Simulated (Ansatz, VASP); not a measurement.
## One calculation of Sn, two programs

INCAR

```
SYSTEM = Sn
  PREC = Accurate
  ENCUT = 520
  EDIFF = 1E-7
  ISMEAR = -1
  SIGMA = 0.2
  LREAL = .False.
  LASPH = .True.
  NELM = 60
  ALGO = Normal
  ISIF = 2
  LWAVE = .False.
  LCHARG = .False.
  GGA = PE
  NBANDS = 21
```

KPOINTS

```
Automatic mesh
0
Gamma
  11 11 8
  0 0 0
```

POSCAR

```
Sn
1.0
   -2.9773321013      2.9790067394      1.6030901642
    2.9790067394     -2.9773321013      1.6030901642
    2.9770686044      2.9770686044     -1.6000204610
Sn
2
Direct
    0.0000231878      0.9999768122      0.0000000000
    0.7499768122      0.2500231878      0.5000000000
```

Input for Ansatz:

```yaml
crystal:
  lattice:
    - [-2.9773321013, 2.9790067394, 1.6030901642]
    - [2.9790067394, -2.9773321013, 1.6030901642]
    - [2.9770686044, 2.9770686044, -1.600020461]
  atoms:
    - { symbol: Sn, position: [2.31878e-05, 0.9999768122, 0.0] }
    - { symbol: Sn, position: [0.7499768122, 0.2500231878, 0.5] }
hamiltonian:
  xc: pbe
  pseudopotentials:
    kind: paw
    azcp:
      Sn: "pseudopotentials/Sn.paw.azcp"
basis:
  ecutwfc: 420
  fft_grid_basis: typed
kpoints:
  mp_grid: { grid: [11, 11, 8], shift: [0, 0, 0] }
magnetization:
  spin_polarized: false
scf:
  occupations: { method: fermi_dirac, width: 0.2 }
  lower_state_search: "off"
output:
  stress: true
  write_density: true
  write_potential: true
  elf: true
  volumetric_format: npy
```

Alike in both runs: task single point; functional PBE; k mesh 11 × 11 × 8; occupations fermi-dirac, width 0.2 eV; no spin polarisation.

|  | VASP | Ansatz |
| --- | --- | --- |
| version | VASP 6.6.1 | Ansatz 0.2.0 |
| potentials or method | VASP PAW PBE potentials, release 64 (Sn_d), cutoff 520 eV | plane waves (420 eV) with PAW, scalar-relativistic |
| valence electrons in the cell | 28 | 28 |

VASP gave:

```
pressure (GPa) : 0.1
```

**Question.** Which values does Ansatz return?

**Answer.** Pressure (GPa): 0.2.
